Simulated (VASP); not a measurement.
# Sr (I4_1/amd) in VASP: single point with PBEsol

Aim: the single point of Sr with PBEsol.

Everything below comes from runs of VASP 6.6.1. Logs are shortened: lines on timing, memory, paths and dates and some standing lists are left out, and cuts for length are marked.

## (1) The cell of the first run

The structure is tetragonal, space group I4_1/amd (No. 141). The conventional cell has a = 7.548 Å, b = 7.548 Å, c = 4.118 Å, α = 90.00°, β = 90.00°, γ = 90.00°. Sr (site symmetry -4m2) has 10 Sr at 3.91 to 4.88 Å within 5.1 Å.

## (2) Single point, PBEsol

Contents of INCAR:

```
PREC = Accurate ; ENCUT = 520
EDIFF = 1E-7 ; ISMEAR = 0
SIGMA = 0.1 ; LREAL = False
LASPH = True ; NELM = 100
ALGO = Normal ; ISIF = 2
LWAVE = False ; LCHARG = False
GGA = PS ; NBANDS = 17
```

Contents of KPOINTS:

```
Automatic mesh
0
Gamma
  6 6 6
```

Contents of POSCAR:

```
Sr
1.0
   -3.7740510148      3.7740510148      2.0588144955
    3.7740510148     -3.7740510148      2.0588144955
    3.7740510148      3.7740510148     -2.0588144955
Sr
2
Direct
    0.0000000000      0.0000000000      0.0000000000
    0.7500000000      0.2500000000      0.5000000000
```

Potentials or basis: VASP PAW PBE potentials, release 64 (Sr_sv).

On the command line:

```console
cat potpaw_PBE.64/Sr_sv/POTCAR > POTCAR
mpirun -np 1 vasp_std > vasp.out
```

OUTCAR:

```text
PREC = Accurate
   ENCUT = 520
   EDIFF = 1E-7
   ISMEAR = 0
   LREAL = False
   LASPH = True
   NELM = 100
   ISIF = 2
   GGA = PS

 ion  position               nearest neighbor table
   1  0.000  0.000  0.000-   2 3.91   2 3.91   2 3.91   2 3.91   2 4.88   2 4.88   2 4.88   2 4.88

   2  0.750  0.250  0.500-   1 3.91   1 3.91   1 3.91   1 3.91   1 4.88   1 4.88   1 4.88   1 4.88

  LATTYP: Found a body centered tetragonal cell.
 ALAT       =     7.5481020296
 C/A-ratio  =     0.5455184595

  Lattice vectors:

 A1 = (  -3.7740510148,   3.7740510148,   2.0588144955)
 A2 = (   3.7740510148,  -3.7740510148,   2.0588144955)
 A3 = (   3.7740510148,   3.7740510148,  -2.0588144955)

Analysis of symmetry for initial positions (statically):
=====================================================================
 Subroutine PRICEL returns:
 Original cell was already a primitive cell.

 Routine SETGRP: Setting up the symmetry group for a
 body centered tetragonal supercell.

 Subroutine GETGRP returns: Found 16 space group operations
 (whereof  8 operations were pure point group operations)
 out of a pool of 16 trial point group operations.

The static configuration has the point symmetry D_2d.
 The point group associated with its full space group is D_4h.

Analysis of symmetry for dynamics (positions and initial velocities):
=====================================================================
 Subroutine PRICEL returns:
 Original cell was already a primitive cell.

 Routine SETGRP: Setting up the symmetry group for a
 body centered tetragonal supercell.

 Subroutine GETGRP returns: Found 16 space group operations
 (whereof  8 operations were pure point group operations)
 out of a pool of 16 trial point group operations.

The dynamic configuration has the point symmetry D_2d.
 The point group associated with its full space group is D_4h.

 Subroutine INISYM returns: Found 16 space group operations
 (whereof  8 operations are pure point group operations),
 and found     1 'primitive' translations

----------------------------------------------------------------------------------------

                                     Primitive cell

  volume of cell :     117.2986

  direct lattice vectors                    reciprocal lattice vectors
    -3.774051015  3.774051015  2.058814496     0.000000000  0.132483636  0.242858208
     3.774051015 -3.774051015  2.058814496     0.132483636  0.000000000  0.242858208
     3.774051015  3.774051015 -2.058814496     0.132483636  0.132483636  0.000000000

  length of vectors
     5.720632767  5.720632767  5.720632767     0.276644218  0.276644218  0.187360154

  position of ions in fractional coordinates (direct lattice)
     0.000000000  0.000000000  0.000000000
     0.750000000  0.250000000  0.500000000

  ion indices of the primitive-cell ions
   primitive index   ion index
                 1           1
                 2           2

----------------------------------------------------------------------------------------

 KPOINTS: Automatic mesh

Automatic generation of k-mesh.
 Grid dimensions read from file:
 generate k-points for:    6    6    6

 Generating k-lattice:

  Cartesian coordinates                     Fractional coordinates (reciprocal lattice)
     0.000000000  0.022080606  0.040476368     0.166666667  0.000000000  0.000000000
     0.022080606  0.000000000  0.040476368     0.000000000  0.166666667  0.000000000
     0.022080606  0.022080606  0.000000000     0.000000000  0.000000000  0.166666667

  Length of vectors
     0.046107370  0.046107370  0.031226692

  Shift w.r.t. Gamma in fractional coordinates (k-lattice)
     0.000000000  0.000000000  0.000000000

 Subroutine IBZKPT returns following result:
 ===========================================

 Found     30 irreducible k-points:

 Following reciprocal coordinates:
            Coordinates               Weight
  0.000000  0.000000  0.000000      1.000000
  0.166667 -0.000000  0.000000      8.000000
  0.333333  0.000000 -0.000000      8.000000
  0.500000  0.000000  0.000000      4.000000
  0.166667  0.166667  0.000000      8.000000
  0.333333  0.166667  0.000000     16.000000
[... 16 lines left out ...]
 -0.333333 -0.333333  0.166667      8.000000
 -0.166667 -0.333333  0.166667      8.000000
 [... further k-points ...]
   k-points           NKPTS =     30   k-points in BZ     NKDIM =     30   number of bands    NBANDS=     17
   number of dos      NEDOS =    301   number of ions     NIONS =      2
   total plane-waves  NPLWV = 110592
   dimension x,y,z NGX =    48 NGY =   48 NGZ =   48
   dimension x,y,z NGXF=    96 NGYF=   96 NGZF=   96
   ions per type =               2
   NGX,Y,Z   is equivalent  to a cutoff of  13.95, 13.95, 13.95 a.u.
   NGXF,Y,Z  is equivalent  to a cutoff of  27.90, 27.90, 27.90 a.u.
 SYSTEM =  unknown system
   PREC   = accura    normal or accurate (medium, high low for compatibility)
   ISTART =      0    job   : 0-new  1-cont  2-samecut
   ICHARG =      2    charge: 1-file 2-atom 10-const
   ISPIN  =      1    spin polarized calculation?
   LNONCOLLINEAR =      F non collinear calculations
   LSORBIT =      F    spin-orbit coupling
   LASPH  =      T    aspherical Exc in radial PAW
   ENCUT  =  520.0 eV  38.22 Ry    6.18 a.u.  10.64 10.64 10.64*2*pi/ulx,y,z
   NELM   =    100;   NELMIN=  2; NELMDL= -5     # of ELM steps
   EDIFF  = 0.1E-06   stopping-criterion for ELM
   LREAL  =      F    real-space projection
   EDIFFG = 0.1E-05   stopping-criterion for IOM
   NSW    =      0    number of steps for IOM
   IBRION =     -1    ionic relax: 0-MD 1-quasi-New 2-CG
   NFREE  =      0    steps in history (QN), initial steepest desc. (CG)
   ISIF   =      2    stress and relaxation
   ISYM   =      2    0-nonsym 1-usesym 2-fastsym
   POTIM  = 0.5000    time-step for ionic-motion
   TEBEG  =    0.0;   TEEND  =   0.0 temperature during run
   PSTRESS=    0.0 pullay stress
   NELECT =      20.0000    total number of electrons
   NUPDOWN=      -1.0000    fix difference up-down
   EMIN   =  10.00;   EMAX   =-10.00  energy-range for DOS
   EFERMI =   0.00;   METHOD = LEGACY
   ISMEAR =     0;   SIGMA  =   0.10  broadening in eV -4-tet -1-fermi 0-gaus
   EFERMI_NEDOS =   21; number of points for ismear=-14 and -15
   IALGO  =     38    algorithm
   IMIX   =      4    mixing-type and parameters
     AMIX     =   0.40;   BMIX     =  1.00
     AMIX_MAG =   1.60;   BMIX_MAG =  1.00
  volume/ion in A,a.u.               =      58.65       395.78
  Fermi-wavevector in a.u.,A,eV,Ry     =   0.907794  1.715482 11.212421  0.824090
  Thomas-Fermi vector in A             =   2.031644
   LORBIT       =      0    0 simple, 1 ext, 2 COOP (PROOUT), +10 PAW based schemes
   GGA     = PS    functional components
   LHFCALC =     F    Hartree Fock is set to
   AEXX    =    0.0000 exact exchange contribution
   IVDW    =     0    specifies the selected vdW correction
   LEPSILON=     F    determine dielectric tensor
   LRPA    =     F    only Hartree local field effects (RPA)
 non-spin polarized calculation
 Gauss-broadening in eV      SIGMA  =   0.10
  energy-cutoff  :      520.00
  volume of cell :      117.30
 maximum number of plane-waves:      3174
 NGX is ok and might be reduce to    48
   NGX = 21   NGY = 21   NGZ = 21

 number of electron      20.0000000 magnetization

 Free energy of the ion-electron system (eV)
  ---------------------------------------------------
  ext. energy  EPLUGINS =         0.00000000
  ---------------------------------------------------
  free energy    TOTEN  =        -3.12959035 eV

  energy without entropy =       -3.11007984  energy(sigma->0) =       -3.11983509

 E-fermi :   1.1587     XC(G=0):  -7.2289

 val. band max:        1.1550860562   @ k =  -0.1667   0.3333   0.1667
 cond. band min:       1.1618598567   @ k =  -0.3333  -0.3333   0.3333
 fundamental gap:      0.0067738005
 Fermi energy:         1.1586843554

 k-point     1 :       0.0000    0.0000    0.0000
  band No.  band energies     occupation
      1     -35.5695      2.00000
      2     -35.5392      2.00000
      3     -17.6501      2.00000
      4     -17.6501      2.00000
      5     -17.4704      2.00000
      6     -17.4670      2.00000
[... 9 lines left out ...]
     16       4.5670      0.00000
     17       4.5707      0.00000

 k-point     2 :       0.1667   -0.0000    0.0000
  band No.  band energies     occupation
      1     -35.5660      2.00000
      2     -35.5389      2.00000
      3     -17.6471      2.00000
      4     -17.6327      2.00000
      5     -17.5101      2.00000
      6     -17.5038      2.00000
[... 9 lines left out ...]
     16       3.7819      0.00000
     17       3.9499      0.00000

 k-point     3 :       0.3333    0.0000   -0.0000
  band No.  band energies     occupation
      1     -35.5583      2.00000
      2     -35.5391      2.00000
      3     -17.6410      2.00000
      4     -17.6154      2.00000
      5     -17.5861      2.00000
      6     -17.5511      2.00000
[... 9 lines left out ...]
     16       3.5359      0.00000
     17       4.1539      0.00000

 k-point     4 :       0.5000    0.0000    0.0000
  band No.  band energies     occupation
      1     -35.5538      2.00000
      2     -35.5399      2.00000
      3     -17.6394      2.00000
      4     -17.6378      2.00000
      5     -17.6199      2.00000
      6     -17.5307      2.00000
[... 9 lines left out ...]
     16       3.6351      0.00000
     17       4.4765      0.00000
[... 343 lines left out ...]
      1     -35.5545      2.00000
      2     -35.5428      2.00000
      3     -17.6495      2.00000
      4     -17.6270      2.00000
      5     -17.5810      2.00000
      6     -17.5596      2.00000
[... 9 lines left out ...]
     16       3.7295      0.00000
     17       4.5441      0.00000

 k-point    23 :      -0.3333   -0.3333    0.1667
  band No.  band energies     occupation
      1     -35.5544      2.00000
      2     -35.5429      2.00000
      3     -17.6493      2.00000
      4     -17.6395      2.00000
      5     -17.5783      2.00000
      6     -17.5715      2.00000
[... 9 lines left out ...]
     16       3.6609      0.00000
     17       4.4383      0.00000

 k-point    24 :      -0.1667   -0.3333    0.1667
  band No.  band energies     occupation
      1     -35.5560      2.00000
      2     -35.5376      2.00000
      3     -17.6435      2.00000
      4     -17.6383      2.00000
      5     -17.6101      2.00000
      6     -17.6002      2.00000
[... 9 lines left out ...]
     16       3.3692      0.00000
     17       4.9067      0.00000

 [... further k-points ...]
[... 5 lines left out ...]
  --------------------------------------------------------------------------------------
  -------------------------------------------------------------------------------------
  Total       -0.5532845     -0.5532845     -0.8397893      0.0000000      0.0000000      0.0000000
  in kB       -7.5572941     -7.5572941    -11.4706540      0.0000000      0.0000000      0.0000000
  external PRESSURE =      -8.8617474 kB  Pullay stress =       0.0000000 kB

 VOLUME and BASIS-vectors are now :
 -----------------------------------------------------------------------------
  energy-cutoff  :      520.00
  volume of cell :      117.30
      direct lattice vectors                 reciprocal lattice vectors
    -3.774051015  3.774051015  2.058814496     0.000000000  0.132483636  0.242858208
     3.774051015 -3.774051015  2.058814496     0.132483636  0.000000000  0.242858208
     3.774051015  3.774051015 -2.058814496     0.132483636  0.132483636  0.000000000

 POSITION                                       TOTAL-FORCE (eV/Angst)
 -----------------------------------------------------------------------------------
      0.00000      0.00000      0.00000         0.000000      0.000000     -0.000000
     -0.00000      3.77405      1.02941        -0.000000     -0.000000      0.000000
 -----------------------------------------------------------------------------------
    total drift:                                0.000000     -0.000000      0.000000

  FREE ENERGIE OF THE ION-ELECTRON SYSTEM (eV)
  ---------------------------------------------------
  free  energy   TOTEN  =        -3.1295903478 eV

  energy  without entropy=       -3.1100798397  energy(sigma->0) =       -3.11983509
```

It took 3.4 min on 1 thread of Intel Xeon 8259CL, shared host; peak memory 0.29 GiB.

Results:

- Free energy: -3.1296 eV
- Pressure: -0.9 GPa
- Band gap on the k mesh: zero (bands 10 and 11 overlap by 0.66 eV)

Caveat: the PAW data sets were made with another functional, which shifts forces and pressure a little.
